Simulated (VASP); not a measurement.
# Si (a cell with a defect) in VASP: further runs, part 2 of 2

VASP 6.6.1. The steps go on from the part before.

### Step 3. Single point, PBE

INCAR

```
  ALGO = Normal
  EDIFF = 1E-6
  ENCUT = 520
  GGA = PE
  ISIF = 2
  ISMEAR = 0
  LASPH = True
  LCHARG = False
  LREAL = Auto
  LWAVE = False
  NBANDS = 48
  NELM = 100
  PREC = Accurate
  SIGMA = 0.02
```

KPOINTS

```
k-points
0
Gamma
  2 2 2
```

POSCAR

```
Si
1.0
    0.0000000000      5.4300000000      5.4300000000
    5.4300000000      0.0000000000      5.4300000000
    5.4300000000      5.4300000000      0.0000000000
Si
17
Direct
    0.0110429098     -0.0349075506      0.0120609576
    0.1209775322      0.1180257827      0.1211694291
   -0.0285168508      0.0008072744      0.5139435543
    0.1210310313      0.1179842541      0.6401297422
    0.0013424494      0.4888890424      0.0016380295
    0.1365497238      0.5903981584      0.1366780847
    0.0013758748      0.4888243094      0.5084290976
    0.1099644567      0.6285504604      0.6308780847
    0.5138349908     -0.0003219153     -0.0294478821
    0.6394267956      0.1174210866      0.1217299263
    0.5140683241     -0.0004834254      0.5162813996
    0.6064860958      0.1820842541      0.6058774401
    0.5083482505      0.4880731123      0.0019290976
    0.6305485267      0.6274750460      0.1110719153
    0.4783913444      0.5631790055      0.4793042357
    0.6305734807      0.6273123389      0.6311775322
    0.3298456722      0.0129480663      0.3288209945
```

Potentials or basis: VASP PAW PBE potentials, release 64 (Si).

The run is started by

```
cat potpaw_PBE.64/Si/POTCAR > POTCAR
mpirun -np 1 vasp_std > vasp.out
```

OUTCAR:

```text
EDIFF = 1E-6
   ENCUT = 520
   GGA = PE
   ISIF = 2
   ISMEAR = 0
   LASPH = True
   LREAL = Auto
   NELM = 100
   PREC = Accurate

 ion  position               nearest neighbor table
   1  0.011  0.965  0.012-  10 2.34   4 2.34   2 2.34   6 2.35
   2  0.121  0.118  0.121-   5 2.33   1 2.34  17 2.40   3 2.47   9 2.47
   3  0.971  0.001  0.514-  12 2.32   8 2.34  17 2.41   2 2.47   4 2.47
   4  0.121  0.118  0.640-   7 2.33   1 2.34  17 2.40   3 2.47  11 2.47
   5  0.001  0.489  0.002-   2 2.33  14 2.33   8 2.33   6 2.34
[... 616 lines left out ...]
  Total        9.6463547      9.6298152      9.8212600      0.5791334      0.7190031     -0.7277481
  in kB       48.2663350     48.1835787     49.1414884      2.8977417      3.5975915     -3.6413479
  external PRESSURE =      48.5304674 kB  Pullay stress =       0.0000000 kB

 VOLUME and BASIS-vectors are now :
 -----------------------------------------------------------------------------
  energy-cutoff  :      520.00
  volume of cell :      320.21
      direct lattice vectors                 reciprocal lattice vectors
     0.000000000  5.430000000  5.430000000    -0.092081031  0.092081031  0.092081031
     5.430000000  0.000000000  5.430000000     0.092081031 -0.092081031  0.092081031
     5.430000000  5.430000000  0.000000000     0.092081031  0.092081031 -0.092081031

 POSITION                                       TOTAL-FORCE (eV/Angst)
 -----------------------------------------------------------------------------------
      5.30594      0.12545      5.30042        -0.016560      0.018903      0.004546
      1.29883      1.31486      1.29779        -0.005597      0.017126     -0.004653
      2.79510      8.06587      5.27954         0.018863     -0.015259     -0.044230
      4.11656      4.13310      1.29785        -0.019087      0.005502     -0.004315
      2.66356      0.01618      2.66196        -0.010732      0.014983     -0.012633
      3.94802      1.48363      3.94733        -0.007674      0.007087     -0.011879
[... 9 lines left out ...]
      6.83360      6.85131      6.83032         0.012185      0.007661      0.014204
      1.85581      3.57656      1.86137        -0.003151      0.005114     -0.016886
 -----------------------------------------------------------------------------------
    total drift:                                0.001579     -0.003871      0.007814

  FREE ENERGIE OF THE ION-ELECTRON SYSTEM (eV)
  ---------------------------------------------------
  free  energy   TOTEN  =       -87.6903883419 eV

  energy  without entropy=      -87.6897181871  energy(sigma->0) =      -87.69005326
```

It took 3.4 min on 1 thread of Intel Xeon 6975P-C (Granite Rapids), shared host; peak memory 0.46 GiB.

What came out:

```
Free energy            : -87.6904 eV
Pressure               : 4.9 GPa
Largest force          : 0.082 eV/Å
Band gap on the k mesh : 0.06 eV
```

Forces on the atoms (eV/Å):
```
Si  -0.017  0.019  0.005
Si  -0.006  0.017 -0.005
Si   0.019 -0.015 -0.044
Si  -0.019  0.006 -0.004
Si  -0.011  0.015 -0.013
Si  -0.008  0.007 -0.012
Si  -0.014  0.010 -0.013
Si  -0.003  0.002 -0.009
Si  -0.001  0.015  0.025
Si  -0.007  0.007 -0.015
Si  -0.017 -0.006  0.021
Si   0.039 -0.038  0.021
Si  -0.006  0.006 -0.015
Si  -0.008 -0.010  0.011
Si   0.047 -0.047  0.048
Si   0.012  0.008  0.014
Si  -0.003  0.005 -0.017
```

Stress tensor (GPa, compression positive):
```
 4.83  0.29 -0.36
 0.29  4.82  0.36
-0.36  0.36  4.91
```

Caveat: the k points lie up to 0.50 Å⁻¹ apart.

### Step 4. Single point, PBE

INCAR

```
PREC = Accurate ; ENCUT = 520
EDIFF = 1E-7 ; ISMEAR = 0
SIGMA = 0.02 ; LREAL = Auto
LASPH = T ; NELM = 60
ALGO = Normal ; ISIF = 2
LWAVE = F ; LCHARG = F
GGA = PE ; NBANDS = 48
```

KPOINTS

```
regular mesh
0
Gamma
  2 2 2
```

POSCAR

```
Si
1.0
    0.0000000000      5.4300000000      5.4300000000
    5.4300000000      0.0000000000      5.4300000000
    5.4300000000      5.4300000000      0.0000000000
Si
17
Direct
    0.0096010129     -0.0302442910      0.0105232965
    0.1197134438      0.1188987109      0.1201593002
   -0.0234996317      0.0063040516      0.5087364641
    0.1197629834      0.1188576427      0.6416169429
    0.0005333333      0.4905705341      0.0006664825
    0.1344087477      0.5959686004      0.1350094843
    0.0005767956      0.4905158379      0.5086020258
    0.1129819521      0.6288707182      0.6292397790
    0.5083595764      0.0050527624     -0.0243873849
    0.6405600368      0.1183872928      0.1207233886
    0.5085726519      0.0049301105      0.5114093002
    0.6093290976      0.1743637201      0.6083959484
    0.5079056169      0.4897901473      0.0013433702
    0.6290484346      0.6274895028      0.1135716390
    0.4834972376      0.5491948435      0.4838081031
    0.6291126151      0.6273168508      0.6302603131
    0.3504006446     -0.0465291897      0.3483704420
```

The run is started by

```
cat potpaw_PBE.64/Si/POTCAR > POTCAR
mpirun -np 1 vasp_std > vasp.out
```

Run time: 3.2 min. Hardware: 1 thread of Intel Xeon 6975P-C (Granite Rapids), shared host; peak memory 0.46 GiB.

The run converged. Its results:

```yaml
Free_energy: -87.7668 eV
Pressure: 4.8 GPa
Largest_force: 0.613 eV/Å
Band_gap_on_the_k_mesh: zero (bands 34 and 35 overlap by 0.09 eV)
```

Forces on the atoms (eV/Å):
```
Si   0.044 -0.044  0.049
Si   0.012 -0.034  0.015
Si   0.024 -0.023  0.104
Si   0.033 -0.012  0.017
Si   0.022 -0.033  0.023
Si   0.050 -0.051  0.047
Si   0.033 -0.022  0.022
Si  -0.003  0.003  0.044
Si   0.112 -0.013  0.025
Si   0.012 -0.011  0.041
Si   0.011 -0.113  0.022
Si  -0.026  0.026 -0.036
Si   0.023 -0.023  0.026
Si   0.041 -0.004  0.003
Si  -0.046  0.045 -0.044
Si   0.008 -0.040  0.006
Si  -0.350  0.350 -0.362
```

Stress tensor (GPa, compression positive):
```
 4.80  0.50 -0.50
 0.50  4.79  0.50
-0.50  0.50  4.95
```

Levels at points of the mesh, in eV from the Fermi level:
```csv
k point,band 30,band 31,band 32,band 33,band 34,band 35,band 36,band 37,band 38,band 39
"(0.00, 0.00, 0.00)",-1.60,-0.94,-0.75,-0.75,-0.51,-0.08,-0.07,0.15,0.15,0.55
"(0.50, 0.00, 0.00)",-1.53,-1.44,-1.41,-1.10,-0.13,0.13,0.78,0.87,0.94,1.31
"(0.00, 0.50, 0.00)",-1.51,-1.50,-1.35,-1.35,-0.30,0.40,0.43,1.12,1.12,1.21
"(0.00, 0.00, 0.50)",-1.53,-1.44,-1.41,-1.11,-0.13,0.14,0.78,0.87,0.94,1.31
"(0.50, 0.50, 0.50)",-1.53,-1.44,-1.41,-1.11,-0.13,0.14,0.78,0.87,0.94,1.31
"(0.50, 0.50, 0.00)",-2.01,-1.96,-1.81,-0.86,0.01,0.48,1.20,1.30,1.33,1.92
"(0.00, 0.50, 0.50)",-2.01,-1.97,-1.80,-0.85,0.00,0.48,1.20,1.31,1.33,1.91
"(0.50, 0.00, 0.50)",-2.01,-1.97,-1.80,-0.85,0.00,0.48,1.20,1.31,1.33,1.91
```

Caveat: the k points lie up to 0.50 Å⁻¹ apart.

### Step 5. Single point, PBE

INCAR

```
SYSTEM = Si
ALGO = Normal
EDIFF = 1E-7
ENCUT = 520
GGA = PE
ISIF = 2
ISMEAR = 0
LASPH = .TRUE.
LCHARG = .TRUE.
LELF = .TRUE.
LREAL = Auto
LVHAR = .TRUE.
LWAVE = .FALSE.
NBANDS = 48
NELM = 100
PREC = Accurate
SIGMA = 0.02
```

KPOINTS

```
k-points
0
G
  2 2 2
  0 0 0
```

POSCAR

```
Si
1.0
    0.0000000000      5.4300000000      5.4300000000
    5.4300000000      0.0000000000      5.4300000000
    5.4300000000      5.4300000000      0.0000000000
Si
17
Direct
    0.0054791897     -0.0180230203      0.0064983425
    0.1210547882      0.1230234807      0.1212555249
   -0.0151437385      0.0059978821      0.5047665746
    0.1211802947      0.1229395948      0.6351219153
    0.0000825046      0.4951523020      0.0003806630
    0.1298227440      0.6084842541      0.1310058011
    0.0002236648      0.4950557090      0.5047035912
    0.1172232044      0.6269946593      0.6280640884
    0.5046399632      0.0052736648     -0.0157169429
    0.6341018416      0.1225171271      0.1219852670
    0.5048780847      0.0051399632      0.5063968692
    0.6164929098      0.1526085635      0.6158199816
    0.5035323204      0.4945374770      0.0012063536
    0.6277601289      0.6261498158      0.1175665746
    0.4926703499      0.5218631676      0.4929797422
    0.6279172192      0.6260032228      0.6290037753
    0.3645226519     -0.0905012891      0.3633882136
```

The run is started by

```
cat potpaw_PBE.64/Si/POTCAR > POTCAR
mpirun -np 1 vasp_std > vasp.out
```

Run time: 3.3 min. Hardware: 1 thread of Intel Xeon 6975P-C (Granite Rapids), shared host; peak memory 0.47 GiB.

It converged, with:

| Item | Value |
| --- | --- |
| Free energy | -87.9364 eV |
| Pressure | 5.2 GPa |
| Largest force | 0.189 eV/Å |
| Band gap on the k mesh | zero (bands 34 and 35 overlap by 0.19 eV) |

Forces on the atoms (eV/Å):
```
Si   0.038 -0.037  0.040
Si   0.027  0.005  0.028
Si  -0.013  0.015  0.042
Si  -0.006 -0.028  0.028
Si   0.023 -0.011  0.021
Si   0.037 -0.036  0.038
Si   0.011 -0.023  0.020
Si   0.001  0.000  0.014
Si   0.049  0.018 -0.004
Si   0.026 -0.027 -0.008
Si  -0.016 -0.050 -0.003
Si  -0.044  0.042 -0.050
Si   0.021 -0.021  0.012
Si   0.018  0.000  0.002
Si  -0.067  0.068 -0.066
Si   0.001 -0.016  0.002
Si  -0.105  0.103 -0.118
```

Stress tensor (GPa, compression positive):
```
 5.18  0.10 -0.10
 0.10  5.16  0.10
-0.10  0.10  5.26
```

Levels at points of the mesh, in eV from the Fermi level:
```
           k point  band 30  band 31  band 32  band 33  band 34  band 35  band 36  band 37  band 38  band 39
(0.00, 0.00, 0.00)    -1.71    -0.86    -0.81    -0.80    -0.37    -0.18    -0.18     0.07     0.08     0.41
(0.50, 0.00, 0.00)    -1.58    -1.46    -1.45    -1.34    -0.31     0.38     0.68     0.84     0.89     1.29
(0.00, 0.50, 0.00)    -1.58    -1.57    -1.41    -1.41    -0.36     0.44     0.46     0.99     0.99     1.22
(0.00, 0.00, 0.50)    -1.57    -1.46    -1.45    -1.34    -0.31     0.39     0.67     0.84     0.89     1.29
(0.50, 0.50, 0.50)    -1.57    -1.46    -1.45    -1.34    -0.31     0.39     0.67     0.84     0.89     1.29
(0.50, 0.50, 0.00)    -2.04    -2.01    -1.88    -0.97     0.01     0.63     1.04     1.11     1.18     1.89
(0.00, 0.50, 0.50)    -2.04    -2.01    -1.87    -0.97     0.01     0.63     1.04     1.11     1.18     1.89
(0.50, 0.00, 0.50)    -2.04    -2.01    -1.87    -0.97     0.00     0.63     1.04     1.11     1.18     1.89
```

Caveat: the k points lie up to 0.50 Å⁻¹ apart.

### Step 6. Overview

| cell | gap on the mesh (eV) | pressure (GPa) | largest force (eV/Å) |
| --- | --- | --- | --- |
| as given, atomic positions A | 0.05 | 4.8 | 0.08 |
| as given, atomic positions B | 0.06 | 4.9 | 0.08 |
| as given, atomic positions C | none | 4.8 | 0.61 |
| as given, atomic positions D | none | 5.2 | 0.19 |

Alike in all rows: task single point; level PBE; potentials or basis VASP PAW PBE potentials, release 64 (Si); no spin polarisation; k mesh 2 × 2 × 2; cutoff (eV) 520; smearing gaussian 0.02 eV.

Caveats: all runs use coarse meshes.

Total energies depend on the potentials used, so only differences within one code and one set of settings carry meaning.
